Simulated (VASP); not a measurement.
# BeS (Fm-3m) in VASP: notebook

The runs below take BeS through single point, with HSE06, PBE-based screened hybrid, LDA, PBE.

Everything below comes from runs of VASP 6.6.1. Logs are shortened: lines on timing, memory, paths and dates and some standing lists are left out, and cuts for length are marked.

## (1) The cell of the first run

It takes space group Fm-3m (No. 225, cubic). Conventional cell: a = 4.635 Å, b = 4.635 Å, c = 4.635 Å, α = 90.00°, β = 90.00°, γ = 90.00°. Within 3.1 Å of Be (site symmetry m-3m) lie 6 S at 2.32 Å. Within 3.1 Å of S (site symmetry m-3m) lie 6 Be at 2.32 Å.

## (2) Single point, HSE06

The input, POSCAR:

```
BeS
1.0
    0.0000000000      2.3172971969      2.3172971969
    2.3172971969      0.0000000000      2.3172971969
    2.3172971969      2.3172971969      0.0000000000
Be S
1 1
Direct
    0.0000000000      0.0000000000      0.0000000000
    0.5000000000      0.5000000000      0.5000000000
```

The input, INCAR.step1:

```
SYSTEM = BeS
  ALGO = Normal
  EDIFF = 1E-5
  ENCUT = 520
  GGA = PE
  ISIF = 2
  ISMEAR = 0
  LASPH = .True.
  LCHARG = .False.
  LREAL = .False.
  LWAVE = .True.
  NBANDS = 11
  NELM = 60
  PREC = Accurate
  SIGMA = 0.01
```

The input, INCAR.step2:

```
SYSTEM = BeS
  ALGO = Normal
  EDIFF = 1E-6
  ENCUT = 520
  GGA = PE
  HFSCREEN = 0.2079
  ISIF = 2
  ISMEAR = 0
  ISTART = 1
  LASPH = .True.
  LCHARG = .False.
  LHFCALC = .True.
  LREAL = .False.
  LWAVE = .False.
  NBANDS = 11
  NELM = 60
  PREC = Accurate
  PRECFOCK = Normal
  SIGMA = 0.01
```

The input, KPOINTS:

```
k-points
0
Gamma
  4 4 4
  0 0 0
```

Potentials or basis: VASP PAW PBE potentials, release 64 (Be, S).

The run is started by

```console
$ cat potpaw_PBE.64/Be/POTCAR potpaw_PBE.64/S/POTCAR > POTCAR
$ cp INCAR.step1 INCAR
$ mpirun -np 1 vasp_std > vasp.out
$ cp INCAR.step2 INCAR
$ mpirun -np 1 vasp_std > vasp.out
```

OUTCAR:

```text
SYSTEM = BeS
   EDIFF = 1E-6
   ENCUT = 520
   GGA = PE
   HFSCREEN = 0.2079
   ISIF = 2
   ISMEAR = 0
   ISTART = 1
   LASPH = .True.
   LHFCALC = .True.
   LREAL = .False.
   NELM = 60
   PREC = Accurate
   PRECFOCK = Normal

 ion  position               nearest neighbor table
   1  0.000  0.000  0.000-   2 2.32   2 2.32   2 2.32   2 2.32   2 2.32   2 2.32
   2  0.500  0.500  0.500-   1 2.32   1 2.32   1 2.32   1 2.32   1 2.32   1 2.32

  LATTYP: Found a face centered cubic cell.
 ALAT       =     4.6345943938

  Lattice vectors:

 A1 = (   0.0000000000,   2.3172971969,   2.3172971969)
 A2 = (   2.3172971969,   0.0000000000,   2.3172971969)
 A3 = (   2.3172971969,   2.3172971969,   0.0000000000)

Analysis of symmetry for initial positions (statically):
=====================================================================
 Subroutine PRICEL returns:
 Original cell was already a primitive cell.

 Routine SETGRP: Setting up the symmetry group for a
 face centered cubic supercell.

 Subroutine GETGRP returns: Found 48 space group operations
 (whereof 48 operations were pure point group operations)
 out of a pool of 48 trial point group operations.

The static configuration has the point symmetry O_h .

Analysis of symmetry for dynamics (positions and initial velocities):
=====================================================================
 Subroutine PRICEL returns:
 Original cell was already a primitive cell.

 Routine SETGRP: Setting up the symmetry group for a
 face centered cubic supercell.

 Subroutine GETGRP returns: Found 48 space group operations
 (whereof 48 operations were pure point group operations)
 out of a pool of 48 trial point group operations.

The dynamic configuration has the point symmetry O_h .

 Subroutine INISYM returns: Found 48 space group operations
 (whereof 48 operations are pure point group operations),
 and found     1 'primitive' translations

----------------------------------------------------------------------------------------

                                     Primitive cell

  volume of cell :      24.8872

  direct lattice vectors                    reciprocal lattice vectors
     0.000000000  2.317297197  2.317297197    -0.215768612  0.215768612  0.215768612
     2.317297197  0.000000000  2.317297197     0.215768612 -0.215768612  0.215768612
     2.317297197  2.317297197  0.000000000     0.215768612  0.215768612 -0.215768612

  length of vectors
     3.277153124  3.277153124  3.277153124     0.373722199  0.373722199  0.373722199

  position of ions in fractional coordinates (direct lattice)
     0.000000000  0.000000000  0.000000000
     0.500000000  0.500000000  0.500000000

  ion indices of the primitive-cell ions
   primitive index   ion index
                 1           1
                 2           2

----------------------------------------------------------------------------------------

 KPOINTS: k-points

Automatic generation of k-mesh.
 Grid dimensions read from file:
 generate k-points for:    4    4    4

 Generating k-lattice:

  Cartesian coordinates                     Fractional coordinates (reciprocal lattice)
    -0.053942153  0.053942153  0.053942153     0.250000000  0.000000000  0.000000000
     0.053942153 -0.053942153  0.053942153     0.000000000  0.250000000  0.000000000
     0.053942153  0.053942153 -0.053942153     0.000000000  0.000000000  0.250000000

  Length of vectors
     0.093430550  0.093430550  0.093430550

  Shift w.r.t. Gamma in fractional coordinates (k-lattice)
     0.000000000  0.000000000  0.000000000

 Subroutine IBZKPT returns following result:
 ===========================================

 Found      8 irreducible k-points:

 Following reciprocal coordinates:
            Coordinates               Weight
  0.000000  0.000000  0.000000      1.000000
  0.250000  0.000000  0.000000      8.000000
  0.500000  0.000000  0.000000      4.000000
  0.250000  0.250000  0.000000      6.000000
  0.500000  0.250000  0.000000     24.000000
 -0.250000  0.250000  0.000000     12.000000
  0.500000  0.500000  0.000000      3.000000
 -0.250000  0.500000  0.250000      6.000000
   k-points           NKPTS =      8   k-points in BZ     NKDIM =     64   number of bands    NBANDS=     11
   number of dos      NEDOS =    301   number of ions     NIONS =      2
   total plane-waves  NPLWV =  13824
   dimension x,y,z NGX =    24 NGY =   24 NGZ =   24
   dimension x,y,z NGXF=    48 NGYF=   48 NGZF=   48
   ions per type =               1   1
   NGX,Y,Z   is equivalent  to a cutoff of  12.17, 12.17, 12.17 a.u.
   NGXF,Y,Z  is equivalent  to a cutoff of  24.35, 24.35, 24.35 a.u.
 SYSTEM =  BeS
   PREC   = accura    normal or accurate (medium, high low for compatibility)
   ISTART =      1    job   : 0-new  1-cont  2-samecut
   ICHARG =      0    charge: 1-file 2-atom 10-const
   ISPIN  =      1    spin polarized calculation?
   LNONCOLLINEAR =      F non collinear calculations
   LSORBIT =      F    spin-orbit coupling
   LASPH  =      T    aspherical Exc in radial PAW
   ENCUT  =  520.0 eV  38.22 Ry    6.18 a.u.   6.09  6.09  6.09*2*pi/ulx,y,z
   NELM   =     60;   NELMIN=  2; NELMDL=  0     # of ELM steps
   EDIFF  = 0.1E-05   stopping-criterion for ELM
   LREAL  =      F    real-space projection
   EDIFFG = 0.1E-04   stopping-criterion for IOM
   NSW    =      0    number of steps for IOM
   IBRION =     -1    ionic relax: 0-MD 1-quasi-New 2-CG
   NFREE  =      0    steps in history (QN), initial steepest desc. (CG)
   ISIF   =      2    stress and relaxation
   ISYM   =      3    0-nonsym 1-usesym 2-fastsym
   POTIM  = 0.5000    time-step for ionic-motion
   TEBEG  =    0.0;   TEEND  =   0.0 temperature during run
   PSTRESS=    0.0 pullay stress
   NELECT =       8.0000    total number of electrons
   NUPDOWN=      -1.0000    fix difference up-down
   EMIN   =  10.00;   EMAX   =-10.00  energy-range for DOS
   EFERMI =   0.00;   METHOD = LEGACY
   ISMEAR =     0;   SIGMA  =   0.01  broadening in eV -4-tet -1-fermi 0-gaus
   EFERMI_NEDOS =   21; number of points for ismear=-14 and -15
   IALGO  =     38    algorithm
   IMIX   =      1    mixing-type and parameters
     AMIX     =   0.40;   BMIX     =  1.00
     AMIX_MAG =   1.60;   BMIX_MAG =  1.00
  volume/ion in A,a.u.               =      12.44        83.97
  Fermi-wavevector in a.u.,A,eV,Ry     =   1.121450  2.119232 17.111356  1.257649
  Thomas-Fermi vector in A             =   2.258103
   LORBIT       =      0    0 simple, 1 ext, 2 COOP (PROOUT), +10 PAW based schemes
   GGA     = PE    functional components
   LHFCALC =     T    Hartree Fock is set to
   PRECFOCK=normal    Normal, Fast or Accurate (Low or Medium for compatibility)
   ENCUT4O =  -1.0   cutoff for four orbital integrals eV
   NKREDX  =     1    reduce k-point grid by
   NKREDY  =     1    reduce k-point grid by
   NKREDZ  =     1    reduce k-point grid by
   AEXX    =    0.2500 exact exchange contribution
   HFSCREEN=    0.2079 screening length (either q_TF or 0.3 A-1)
   HFSCREENC=   0.2079 screening length for correlation (either q_TF or 0.3 A-1)
   ENCUTFOCK=  -1.0 apply spherical cutoff to Coloumb kernel
   IVDW    =     0    specifies the selected vdW correction
   LEPSILON=     F    determine dielectric tensor
   LRPA    =     F    only Hartree local field effects (RPA)
 non-spin polarized calculation
 Gauss-broadening in eV      SIGMA  =   0.01
  energy-cutoff  :      520.00
  volume of cell :       24.89
 maximum number of plane-waves:       692
  NGX = 20; NGY = 20; NGZ = 20

 number of electron       7.9999998 magnetization

 Free energy of the ion-electron system (eV)
  ---------------------------------------------------
  ext. energy  EPLUGINS =         0.00000000
  ---------------------------------------------------
  free energy    TOTEN  =       -10.04438470 eV

  energy without entropy =      -10.04438470  energy(sigma->0) =      -10.04438470

 E-fermi :   5.8974     XC(G=0):  -8.7589

 val. band max:        5.7625462714   @ k =   0.0000   0.0000   0.0000
 cond. band min:       7.8301380557   @ k =   0.5000   0.5000   0.0000
 fundamental gap:      2.0675917843
 Fermi energy:         5.8973879901

 k-point     1 :       0.0000    0.0000    0.0000
  band No.  band energies     occupation
      1     -10.5296      2.00000
      2       5.7625      2.00000
      3       5.7625      2.00000
      4       5.7625      2.00000
      5      12.5513      0.00000
      6      16.0334      0.00000
      7      16.0334      0.00000
      8      16.0334      0.00000
      9      17.1129      0.00000
     10      17.1129      0.00000
     11      17.1129      0.00000

 k-point     2 :       0.2500    0.0000    0.0000
  band No.  band energies     occupation
      1      -9.5633      2.00000
      2       1.6149      2.00000
      3       5.5892      2.00000
      4       5.5892      2.00000
      5      12.3064      0.00000
      6      12.9601      0.00000
      7      12.9601      0.00000
      8      17.1301      0.00000
      9      18.3347      0.00000
     10      18.5913      0.00000
     11      18.5913      0.00000

 k-point     3 :       0.5000    0.0000    0.0000
  band No.  band energies     occupation
      1      -8.0381      2.00000
      2      -1.8585      2.00000
      3       5.5372      2.00000
      4       5.5372      2.00000
      5      11.0105      0.00000
      6      11.0105      0.00000
      7      11.2350      0.00000
      8      17.6821      0.00000
      9      23.1973      0.00000
     10      23.1973      0.00000
     11      23.3777      0.00000
[... 43 lines left out ...]
 k-point     7 :       0.5000    0.5000    0.0000
  band No.  band energies     occupation
      1      -6.8890      2.00000
      2      -1.3306      2.00000
      3       2.6182      2.00000
      4       2.6182      2.00000
      5       7.8301      0.00000
      6      11.2959      0.00000
      7      19.4606      0.00000
      8      19.4606      0.00000
      9      21.4050      0.00000
     10      22.9826      0.00000
     11      25.8919      0.00000

 k-point     8 :      -0.2500    0.5000    0.2500
  band No.  band energies     occupation
      1      -6.8531      2.00000
      2       0.1731      2.00000
      3       0.1731      2.00000
      4       1.8316      2.00000
      5      12.0295      0.00000
      6      12.7663      0.00000
      7      16.5966      0.00000
      8      16.5966      0.00000
      9      20.9489      0.00000
     10      20.9489      0.00000
     11      26.0087      0.00000

------------------------ aborting loop because EDIFF is reached ----------------------------------------

  FORCE on cell =-STRESS in cart. coord.  units (eV):
  Direction    XX          YY          ZZ          XY          YZ          ZX
  --------------------------------------------------------------------------------------
  -------------------------------------------------------------------------------------
  Total       -0.1138674     -0.1138674     -0.1138674     -0.0000000     -0.0000000      0.0000000
  in kB       -7.3305205     -7.3305205     -7.3305205     -0.0000000     -0.0000000      0.0000000
  external PRESSURE =      -7.3305205 kB  Pullay stress =       0.0000000 kB

 VOLUME and BASIS-vectors are now :
 -----------------------------------------------------------------------------
  energy-cutoff  :      520.00
  volume of cell :       24.89
      direct lattice vectors                 reciprocal lattice vectors
     0.000000000  2.317297197  2.317297197    -0.215768612  0.215768612  0.215768612
     2.317297197  0.000000000  2.317297197     0.215768612 -0.215768612  0.215768612
     2.317297197  2.317297197  0.000000000     0.215768612  0.215768612 -0.215768612

 POSITION                                       TOTAL-FORCE (eV/Angst)
 -----------------------------------------------------------------------------------
      0.00000      0.00000      0.00000         0.000000      0.000000      0.000000
      2.31730      2.31730      2.31730        -0.000000     -0.000000     -0.000000
 -----------------------------------------------------------------------------------
    total drift:                               -0.000001     -0.000000     -0.000000

  FREE ENERGIE OF THE ION-ELECTRON SYSTEM (eV)
  ---------------------------------------------------
  free  energy   TOTEN  =       -10.0443846985 eV

  energy  without entropy=      -10.0443846985  energy(sigma->0) =      -10.04438470
```

It took 3.1 min on 1 thread of Intel Xeon 8259CL, shared host; peak memory 0.23 GiB.

What came out:

```yaml
Free_energy: -10.0444 eV
Pressure: -0.7 GPa
Band_gap_on_the_k_mesh: 2.07 eV, indirect (least direct gap 5.21 eV)
```

Caveat: the k points lie up to 0.59 Å⁻¹ apart; the PAW data sets were made with another functional, which shifts forces and pressure a little.

(Part 1 of 2 ends here.)
